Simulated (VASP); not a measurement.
# ZnS (I-4m2) in VASP: notebook

Runs on ZnS. Level: PBEsol. Tasks: electric field gradients.

Program: VASP 6.6.1. These are calculated values, not measurements. Logs are shortened: lines on timing, memory, paths and dates and some standing lists are left out, and cuts for length are marked.

### 1 The cell of the first run

The structure is tetragonal, space group I-4m2 (No. 119). Conventional cell: a = 3.825 Å, b = 3.825 Å, c = 5.463 Å, α = 90.00°, β = 90.00°, γ = 90.00°. Zn (site symmetry -4m2) has 4 S at 2.35 Å within 3.1 Å. S (site symmetry -4m2) has 4 Zn at 2.35 Å within 3.1 Å.

### 2 Electric field gradients, PBEsol (zz strain of +1 %)

The input, INCAR:

```
SYSTEM = ZnS
PREC = Accurate ; ENCUT = 520
EDIFF = 1E-8 ; ISMEAR = -1
SIGMA = 0.01 ; LREAL = .False.
LASPH = .True. ; NELM = 80
ALGO = Normal ; ISIF = 2
LWAVE = .False. ; LCHARG = .False.
GGA = PS ; LEFG = .True.
NBANDS = 16
```

The input, KPOINTS:

```
Automatic mesh
0
Gamma
  8 8 8
  0 0 0
```

The input, POSCAR:

```
ZnS
1.0
    0.0000000000      2.7046500000      2.7316965000
    2.7046500000      0.0000000000      2.7316965000
    2.7046500000      2.7046500000      0.0000000000
Zn S
1 1
Direct
    0.0000000000      0.0000000000      0.0000000000
    0.7500000000      0.7500000000      0.7500000000
```

Potentials or basis: VASP PAW PBE potentials, release 64 (Zn, S).

Launch:

```console
$ cat potpaw_PBE.64/Zn/POTCAR potpaw_PBE.64/S/POTCAR > POTCAR
$ mpirun -np 1 vasp_std > vasp.out
```

OUTCAR:

```text
SYSTEM = ZnS
   PREC = Accurate
   ENCUT = 520
   EDIFF = 1E-8
   ISMEAR = -1
   LREAL = .False.
   LASPH = .True.
   NELM = 80
   ISIF = 2
   GGA = PS

 ion  position               nearest neighbor table
   1  0.000  0.000  0.000-   2 2.35   2 2.35   2 2.35   2 2.35
   2  0.750  0.750  0.750-   1 2.35   1 2.35   1 2.35   1 2.35

  LATTYP: Found a body centered tetragonal cell.
 ALAT       =     3.8249527115
 C/A-ratio  =     1.4283556980

  Lattice vectors:

 A1 = (  -2.7046500000,   0.0000000000,   2.7316965000)
 A2 = (   2.7046500000,   0.0000000000,   2.7316965000)
 A3 = (   0.0000000000,   2.7046500000,  -2.7316965000)

Analysis of symmetry for initial positions (statically):
=====================================================================
 Subroutine PRICEL returns:
 Original cell was already a primitive cell.

 Routine SETGRP: Setting up the symmetry group for a
 body centered tetragonal supercell.

 Subroutine GETGRP returns: Found  8 space group operations
 (whereof  8 operations were pure point group operations)
 out of a pool of 16 trial point group operations.

The static configuration has the point symmetry D_2d.

Analysis of symmetry for dynamics (positions and initial velocities):
=====================================================================
 Subroutine PRICEL returns:
 Original cell was already a primitive cell.

 Routine SETGRP: Setting up the symmetry group for a
 body centered tetragonal supercell.

 Subroutine GETGRP returns: Found  8 space group operations
 (whereof  8 operations were pure point group operations)
 out of a pool of 16 trial point group operations.

The dynamic configuration has the point symmetry D_2d.

 Subroutine INISYM returns: Found  8 space group operations
 (whereof  8 operations are pure point group operations),
 and found     1 'primitive' translations

----------------------------------------------------------------------------------------

                                     Primitive cell

  volume of cell :      39.9654

  direct lattice vectors                    reciprocal lattice vectors
     0.000000000  2.704650000  2.731696500    -0.184866803  0.184866803  0.183036439
     2.704650000  0.000000000  2.731696500     0.184866803 -0.184866803  0.183036439
     2.704650000  2.704650000  0.000000000     0.184866803  0.184866803 -0.183036439

  length of vectors
     3.844125049  3.844125049  3.824952711     0.319145434  0.319145434  0.319145434

  position of ions in fractional coordinates (direct lattice)
     0.000000000  0.000000000  0.000000000
     0.750000000  0.750000000  0.750000000

  ion indices of the primitive-cell ions
   primitive index   ion index
                 1           1
                 2           2

----------------------------------------------------------------------------------------

 KPOINTS: Automatic mesh

Automatic generation of k-mesh.
 Grid dimensions read from file:
 generate k-points for:    8    8    8

 Generating k-lattice:

  Cartesian coordinates                     Fractional coordinates (reciprocal lattice)
    -0.023108350  0.023108350  0.022879555     0.125000000 -0.000000000  0.000000000
     0.023108350 -0.023108350  0.022879555    -0.000000000  0.125000000  0.000000000
     0.023108350  0.023108350 -0.022879555     0.000000000  0.000000000  0.125000000

  Length of vectors
     0.039893179  0.039893179  0.039893179

  Shift w.r.t. Gamma in fractional coordinates (k-lattice)
     0.000000000  0.000000000  0.000000000

 Subroutine IBZKPT returns following result:
 ===========================================

 Found     59 irreducible k-points:

 Following reciprocal coordinates:
            Coordinates               Weight
  0.000000  0.000000  0.000000      1.000000
  0.125000  0.000000  0.000000      8.000000
  0.250000  0.000000  0.000000      8.000000
  0.375000  0.000000  0.000000      8.000000
  0.500000  0.000000  0.000000      4.000000
  0.125000  0.125000  0.000000      2.000000
[... 16 lines left out ...]
  0.250000  0.000000  0.125000     16.000000
  0.375000  0.000000  0.125000     16.000000
 [... further k-points ...]
   k-points           NKPTS =     59   k-points in BZ     NKDIM =     59   number of bands    NBANDS=     16
   number of dos      NEDOS =    301   number of ions     NIONS =      2
   total plane-waves  NPLWV =  25200
   dimension x,y,z NGX =    30 NGY =   30 NGZ =   28
   dimension x,y,z NGXF=    60 NGYF=   60 NGZF=   56
   ions per type =               1   1
   NGX,Y,Z   is equivalent  to a cutoff of  12.97, 12.97, 12.17 a.u.
   NGXF,Y,Z  is equivalent  to a cutoff of  25.95, 25.95, 24.34 a.u.
 SYSTEM =  ZnS
   PREC   = accura    normal or accurate (medium, high low for compatibility)
   ISTART =      0    job   : 0-new  1-cont  2-samecut
   ICHARG =      2    charge: 1-file 2-atom 10-const
   ISPIN  =      1    spin polarized calculation?
   LNONCOLLINEAR =      F non collinear calculations
   LSORBIT =      F    spin-orbit coupling
   LASPH  =      T    aspherical Exc in radial PAW
   ENCUT  =  520.0 eV  38.22 Ry    6.18 a.u.   7.15  7.15  7.11*2*pi/ulx,y,z
   NELM   =     80;   NELMIN=  2; NELMDL= -5     # of ELM steps
   EDIFF  = 0.1E-07   stopping-criterion for ELM
   LREAL  =      F    real-space projection
   EDIFFG = 0.1E-06   stopping-criterion for IOM
   NSW    =      0    number of steps for IOM
   IBRION =     -1    ionic relax: 0-MD 1-quasi-New 2-CG
   NFREE  =      0    steps in history (QN), initial steepest desc. (CG)
   ISIF   =      2    stress and relaxation
   ISYM   =      2    0-nonsym 1-usesym 2-fastsym
   POTIM  = 0.5000    time-step for ionic-motion
   TEBEG  =    0.0;   TEEND  =   0.0 temperature during run
   PSTRESS=    0.0 pullay stress
   NELECT =      18.0000    total number of electrons
   NUPDOWN=      -1.0000    fix difference up-down
   EMIN   =  10.00;   EMAX   =-10.00  energy-range for DOS
   EFERMI =   0.00;   METHOD = LEGACY
   ISMEAR =    -1;   SIGMA  =   0.01  broadening in eV -4-tet -1-fermi 0-gaus
   EFERMI_NEDOS =   21; number of points for ismear=-14 and -15
   IALGO  =     38    algorithm
   IMIX   =      4    mixing-type and parameters
     AMIX     =   0.40;   BMIX     =  1.00
     AMIX_MAG =   1.60;   BMIX_MAG =  1.00
  volume/ion in A,a.u.               =      19.98       134.85
  Fermi-wavevector in a.u.,A,eV,Ry     =   1.254886  2.371390 21.425610  1.574738
  Thomas-Fermi vector in A             =   2.388669
   LORBIT       =      0    0 simple, 1 ext, 2 COOP (PROOUT), +10 PAW based schemes
   GGA     = PS    functional components
   LHFCALC =     F    Hartree Fock is set to
   AEXX    =    0.0000 exact exchange contribution
   IVDW    =     0    specifies the selected vdW correction
   LEPSILON=     F    determine dielectric tensor
   LRPA    =     F    only Hartree local field effects (RPA)
 non-spin polarized calculation
  energy-cutoff  :      520.00
  volume of cell :       39.97
 maximum number of plane-waves:      1098
 NGX is ok and might be reduce to    30
   NGX = 15   NGY = 15   NGZ = 15

 number of electron      18.0000002 magnetization

 Free energy of the ion-electron system (eV)
  ---------------------------------------------------
  ext. energy  EPLUGINS =         0.00000000
  ---------------------------------------------------
  free energy    TOTEN  =        -7.57615150 eV

  energy without entropy =       -7.57615150  energy(sigma->0) =       -7.57615150

 E-fermi :   2.1835     XC(G=0):  -9.7894

 val. band max:        1.9055705878   @ k =   0.0000   0.0000   0.0000
 cond. band min:       3.8160629050   @ k =   0.0000   0.0000   0.0000
 fundamental gap:      1.9104923172
 Fermi energy:         2.1834695145

 k-point     1 :       0.0000    0.0000    0.0000
  band No.  band energies     occupation
      1     -11.1712      2.00000
      2      -4.4294      2.00000
      3      -4.4236      2.00000
      4      -4.4236      2.00000
      5      -3.9429      2.00000
      6      -3.9400      2.00000
[... 8 lines left out ...]
     15      13.5401      0.00000
     16      13.6966      0.00000

 k-point     2 :       0.1250    0.0000    0.0000
  band No.  band energies     occupation
      1     -11.0552      2.00000
      2      -4.4254      2.00000
      3      -4.4068      2.00000
      4      -4.4029      2.00000
      5      -3.9443      2.00000
      6      -3.9420      2.00000
[... 8 lines left out ...]
     15      13.0550      0.00000
     16      14.2671      0.00000
[... 387 lines left out ...]
      5      -3.9646      2.00000
      6      -3.9210      2.00000
[... 8 lines left out ...]
     15      13.7516      0.00000
     16      15.3191      0.00000

 k-point    24 :       0.3750    0.0000    0.1250
  band No.  band energies     occupation
      1     -10.4377      2.00000
      2      -4.3558      2.00000
      3      -4.2995      2.00000
      4      -4.2424      2.00000
      5      -3.9392      2.00000
      6      -3.9087      2.00000
[... 8 lines left out ...]
     15      14.5206      0.00000
     16      14.7559      0.00000

 [... further k-points ...]
[... 5 lines left out ...]
  --------------------------------------------------------------------------------------
  -------------------------------------------------------------------------------------
  Total       -0.6319372     -0.6319372     -0.7417775      0.0000000      0.0000000     -0.0000000
  in kB      -25.3337769    -25.3337769    -29.7371700      0.0000000      0.0000000     -0.0000000
  external PRESSURE =     -26.8015746 kB  Pullay stress =       0.0000000 kB

 VOLUME and BASIS-vectors are now :
 -----------------------------------------------------------------------------
  energy-cutoff  :      520.00
  volume of cell :       39.97
      direct lattice vectors                 reciprocal lattice vectors
     0.000000000  2.704650000  2.731696500    -0.184866803  0.184866803  0.183036439
     2.704650000  0.000000000  2.731696500     0.184866803 -0.184866803  0.183036439
     2.704650000  2.704650000  0.000000000     0.184866803  0.184866803 -0.183036439

 POSITION                                       TOTAL-FORCE (eV/Angst)
 -----------------------------------------------------------------------------------
      0.00000      0.00000      0.00000         0.000000      0.000000      0.000000
      4.05697      4.05697      4.09754        -0.000000     -0.000000     -0.000000
 -----------------------------------------------------------------------------------
    total drift:                               -0.000006     -0.000006     -0.000010

  FREE ENERGIE OF THE ION-ELECTRON SYSTEM (eV)
  ---------------------------------------------------
  free  energy   TOTEN  =        -7.5761515006 eV

  energy  without entropy=       -7.5761515006  energy(sigma->0) =       -7.57615150

 Electric field gradients (V/A^2)
---------------------------------------------------------------------
 ion       V_xx      V_yy      V_zz      V_xy      V_xz      V_yz
---------------------------------------------------------------------
   1       0.863     0.863    -1.725    -0.007     0.004     0.004
   2      -1.016    -1.016     2.032     0.001    -0.000    -0.000
---------------------------------------------------------------------

 Electric field gradients after diagonalization (V/A^2)
 (convention: |V_zz| > |V_xx| > |V_yy|)
----------------------------------------------------------------------
 ion       V_xx      V_yy      V_zz     asymmetry (V_yy - V_xx)/ V_zz
----------------------------------------------------------------------
   1       0.869     0.856    -1.725       0.008
   2      -1.017    -1.016     2.032       0.001
----------------------------------------------------------------------

           NMR quadrupolar parameters

 Cq : quadrupolar parameter    Cq=e*Q*V_zz/h
 eta: asymmetry parameters     (V_yy - V_xx)/ V_zz
 Q  : nuclear electric quadrupole moment in mb (millibarn)
----------------------------------------------------------------------
 ion       Cq(MHz)       eta       Q (mb)
----------------------------------------------------------------------
   1      -0.004       0.008       1.000
   2       0.005       0.001       1.000
----------------------------------------------------------------------
```

Wall time 26 s (1 thread of Intel Xeon 6975P-C (Granite Rapids), shared host); peak memory 0.18 GiB.

Results:

```yaml
Free_energy: -7.5762 eV
Pressure: -2.7 GPa
Band_gap_on_the_k_mesh: 1.91 eV, direct
```

Electric field gradients, principal values (V/Å²):
| atom | least | middle | greatest (by size) |
| --- | --- | --- | --- |
| 1 Zn | 0.856 | 0.869 | -1.725 |
| 2 S | -1.016 | -1.017 | 2.032 |

Caveat: the cell differs from its parent crystal (zz strain of +1 %); without QUAD_EFG the Cq values of the log hold for a quadrupole moment of 1 mb, not for the nuclei; the PAW data sets were made with another functional, which shifts forces and pressure a little.

### 3 Electric field gradients, PBEsol (zz strain of +2 %)

The input, INCAR:

```
SYSTEM = ZnS
PREC = Accurate
ENCUT = 520
EDIFF = 1E-8
ISMEAR = -1
SIGMA = 0.01
LREAL = .False.
LASPH = .True.
NELM = 100
ALGO = Normal
ISIF = 2
LWAVE = .False.
LCHARG = .False.
GGA = PS
LEFG = .True.
NBANDS = 16
```

The input, KPOINTS:

```
regular mesh
0
Gamma
  8 8 8
  0 0 0
```

The input, POSCAR:

```
ZnS
1.0
    0.0000000000      2.7046500000      2.7587430000
    2.7046500000      0.0000000000      2.7587430000
    2.7046500000      2.7046500000      0.0000000000
Zn S
1 1
Direct
    0.0000000000      0.0000000000      0.0000000000
    0.7500000000      0.7500000000      0.7500000000
```

Potentials or basis: VASP PAW PBE potentials, release 64 (Zn, S).

Launch:

```console
$ cat potpaw_PBE.64/Zn/POTCAR potpaw_PBE.64/S/POTCAR > POTCAR
$ mpirun -np 1 vasp_std > vasp.out
```

OUTCAR:

```text
SYSTEM = ZnS
   PREC = Accurate
   ENCUT = 520
   EDIFF = 1E-8
   ISMEAR = -1
   LREAL = .False.
   LASPH = .True.
   NELM = 100
   ISIF = 2
   GGA = PS

 ion  position               nearest neighbor table
   1  0.000  0.000  0.000-   2 2.36   2 2.36   2 2.36   2 2.36
   2  0.750  0.750  0.750-   1 2.36   1 2.36   1 2.36   1 2.36

  LATTYP: Found a body centered tetragonal cell.
 ALAT       =     3.8249527115
 C/A-ratio  =     1.4424978336

  Lattice vectors:

 A1 = (  -2.7046500000,   0.0000000000,   2.7587430000)
 A2 = (   2.7046500000,   0.0000000000,   2.7587430000)
[... 669 lines left out ...]
  free  energy   TOTEN  =        -7.5677236493 eV

  energy  without entropy=       -7.5677236493  energy(sigma->0) =       -7.56772365

 Electric field gradients (V/A^2)
---------------------------------------------------------------------
 ion       V_xx      V_yy      V_zz      V_xy      V_xz      V_yz
---------------------------------------------------------------------
   1       1.697     1.697    -3.395    -0.006     0.004     0.004
   2      -2.045    -2.045     4.091     0.001    -0.001    -0.001
---------------------------------------------------------------------

 Electric field gradients after diagonalization (V/A^2)
 (convention: |V_zz| > |V_xx| > |V_yy|)
----------------------------------------------------------------------
 ion       V_xx      V_yy      V_zz     asymmetry (V_yy - V_xx)/ V_zz
----------------------------------------------------------------------
   1       1.703     1.691    -3.395       0.003
   2      -2.046    -2.045     4.091       0.000
----------------------------------------------------------------------

           NMR quadrupolar parameters

 Cq : quadrupolar parameter    Cq=e*Q*V_zz/h
 eta: asymmetry parameters     (V_yy - V_xx)/ V_zz
 Q  : nuclear electric quadrupole moment in mb (millibarn)
----------------------------------------------------------------------
 ion       Cq(MHz)       eta       Q (mb)
----------------------------------------------------------------------
   1      -0.008       0.003       1.000
   2       0.010       0.000       1.000
----------------------------------------------------------------------
```

OSZICAR:

```text
N       E                     dE             d eps       ncg     rms          rms(c)
DAV:   1     0.898241644842E+02    0.89824E+02   -0.90007E+03  1888   0.134E+03
DAV:   2    -0.196104236110E+01   -0.91785E+02   -0.85883E+02  2168   0.262E+02
DAV:   3    -0.790626220170E+01   -0.59452E+01   -0.59177E+01  2320   0.643E+01
DAV:   4    -0.796997126102E+01   -0.63709E-01   -0.63694E-01  2272   0.698E+00
DAV:   5    -0.797074614550E+01   -0.77488E-03   -0.77486E-03  2424   0.732E-01    0.637E+00
DAV:   6    -0.759018926643E+01    0.38056E+00   -0.78071E-01  2776   0.318E+01    0.504E+00
DAV:   7    -0.757113429240E+01    0.19055E-01   -0.22068E-01  2232   0.458E+00    0.244E+00
DAV:   8    -0.756779588894E+01    0.33384E-02   -0.47475E-03  2704   0.837E-01    0.567E-01
DAV:   9    -0.756764097904E+01    0.15491E-03   -0.91830E-04  2352   0.262E-01    0.961E-02
DAV:  10    -0.756773100081E+01   -0.90022E-04   -0.15186E-04  2344   0.918E-02    0.269E-02
DAV:  11    -0.756772337199E+01    0.76288E-05   -0.24425E-05  2336   0.426E-02    0.657E-03
DAV:  12    -0.756772366474E+01   -0.29275E-06   -0.23955E-06  2392   0.190E-02    0.381E-03
DAV:  13    -0.756772363862E+01    0.26118E-07   -0.29978E-07  2400   0.455E-03    0.843E-04
DAV:  14    -0.756772365432E+01   -0.15702E-07   -0.25937E-08  2304   0.345E-03    0.104E-03
DAV:  15    -0.756772364926E+01    0.50602E-08   -0.11542E-08  1968   0.159E-03
   1 F= -.75677236E+01 E0= -.75677236E+01  d E =-.423618E-14
```

stdout:

```text
POSCAR found type information on POSCAR ZnS
 POSCAR found :  2 types and       2 ions
 scaLAPACK will be used
 -----------------------------------------------------------------------------
|                                                                             |
|                                                                             |
|     You enforced a specific xc type in the INCAR file but a different       |
|     I HOPE YOU KNOW WHAT YOU ARE DOING!                                     |
|                                                                             |
 -----------------------------------------------------------------------------

 LDA part: xc-table for (Slater+PW92), standard interpolation
 POSCAR, INCAR and KPOINTS ok, starting setup
 FFT: planning ... GRIDC
 FFT: planning ... GRID_SOFT
 FFT: planning ... GRID
 WAVECAR not read
 entering main loop
ion   1

ion   2
```

It took 29 s on 1 thread of Intel Xeon 6975P-C (Granite Rapids), shared host; peak memory 0.18 GiB.

What came out:

| Property | Result |
| --- | --- |
| Free energy | -7.5677 eV |
| Pressure | -3.3 GPa |
| Band gap on the k mesh | 1.86 eV, direct |

Electric field gradients, principal values (V/Å²):
```
atom   least  middle  greatest (by size)
1 Zn   1.691   1.703              -3.395
 2 S  -2.045  -2.046               4.091
```

Caveat: the cell differs from its parent crystal (zz strain of +2 %); without QUAD_EFG the Cq values of the log hold for a quadrupole moment of 1 mb, not for the nuclei; the PAW data sets were made with another functional, which shifts forces and pressure a little.
